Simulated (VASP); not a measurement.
Set up this calculation in VASP 6.6.1, as the native input.

| Item | Value |
| --- | --- |
| Task | single point |
| Functional | LDA |
| Potentials or basis | VASP PAW LDA potentials, release 64 (Ni) |
| Cutoff | 520 eV |
| k mesh | 13 × 13 × 13 |
| Occupations | fermi-dirac, width 0.05 eV |
| Spin | collinear spin, ferromagnetic start |
| Starting moments | [1.0] μB |
| Dipole correction | no |
| Further INCAR settings | ALGO = Normal; EDIFF = 1e-06; NBANDS = 15 |

The structure of Ni lies in POSCAR:

```
Ni
1.0
    0.0000000000      1.7140893390      1.7140893390
    1.7140893390      0.0000000000      1.7140893390
    1.7140893390      1.7140893390      0.0000000000
Ni
1
Direct
    0.0000000000      0.0000000000      0.0000000000
```

These files were run (other wordings do the same):

INCAR

```
  ALGO = Normal
  EDIFF = 1E-6
  ENCUT = 520
  ISIF = 2
  ISMEAR = -1
  ISPIN = 2
  LASPH = T
  LCHARG = F
  LMAXMIX = 4
  LORBIT = 11
  LREAL = F
  LWAVE = F
  MAGMOM = 1
  NBANDS = 15
  NELM = 150
  PREC = Accurate
  SIGMA = 0.05
```

KPOINTS

```
k-points
0
Gamma
  13 13 13
```

Potentials or basis: VASP PAW LDA potentials, release 64 (Ni).

Command:

```bash
$ cat potpaw_LDA.64/Ni/POTCAR > POTCAR
$ mpirun -np 1 vasp_std > vasp.out
```

Results of the run:

```yaml
Pressure: -1.0 GPa
Net_moment: 0.61 μB per cell
Site_moments: Ni +0.61 μB
Valence_electrons_inside_the_program's_atomic_spheres: Ni 9.47
```

Wall time 20 s on 1 thread of Intel Xeon 8259CL, on a shared host, peak memory 0.13 GiB.
